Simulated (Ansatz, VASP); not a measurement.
**Two plane-wave programs on AlN**

```xyz
4
Lattice="3.0516 0.0000 0.0000 -1.5258 2.6428 0.0000 0.0000 0.0000 4.8915" Properties=species:S:1:pos:R:3 pbc="T T T"
Al    0.0000    1.7619    0.0085
Al    1.5258    0.8809    2.4542
N     0.0000    1.7619    1.8748
N     1.5258    0.8809    4.3205
```

Change from the starting cell: mode 4 frozen in at +0.000 Å, equal normal strain along x, y and z -0.0250.

Alike in both runs: task single point; functional PBE; k mesh 9 × 9 × 6; occupations gaussian, width 0.05 eV; no spin polarisation.

|  | VASP | Ansatz |
| --- | --- | --- |
| version | VASP 6.6.1 | Ansatz 0.2.0 |
| potentials or method | VASP PAW PBE potentials, release 64 (Al, N), cutoff 520 eV | scalar-relativistic, plane waves, PAW |
| valence electrons in the cell | 16 | 16 |

Ansatz gave:

| Quantity | Value |
| --- | --- |
| gap on the k mesh at the Fermi level (eV) | 4.71 |
| least direct gap on the mesh (eV) | 4.71 |
| pressure (GPa) | 17.1 |
| traceless stress, the component that is largest in VASP (GPa) | -0.74 |
| rms of the force components (eV/Å) | 0.018 |

Which values does VASP return?

gap on the k mesh at the Fermi level (eV): 4.73; least direct gap on the mesh (eV): 4.73; pressure (GPa): 16.9; traceless stress, the component that is largest in VASP (GPa): -0.71; rms of the force components (eV/Å): 0.018.

Atom by atom the forces differ by 0.000 eV/Å (rms over components).
